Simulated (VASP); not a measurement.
NaF:

```
Na F
1.0
     0.00000    2.34979    2.34979
     2.34979    0.00000    2.34979
     2.34979    2.34979    0.00000
Na F
1 1
Direct
  0.00000 0.00000 0.00000
  0.50000 0.50000 0.50000
```

Base run:

* Program: VASP 6.6.1
* Functional: r2SCAN
* Potentials or basis: VASP PAW PBE potentials, release 64 (Na_pv, F)
* Cutoff: 520 eV
* k mesh: 8 × 8 × 8
* Occupations: gaussian, width 0.02 eV
* Spin: no spin polarisation

Its results: band gap on the k mesh 6.94 eV; pressure -3.7 GPa.

The run is repeated on the same cell with these changes: functional from r2SCAN to PBE. What comes out?

Band gap on the k mesh 6.08 eV; pressure -0.1 GPa.

Caveats: the cell stands under tension (at least some runs); the PAW data sets were made with another functional, which shifts forces and pressure a little (at least some runs).

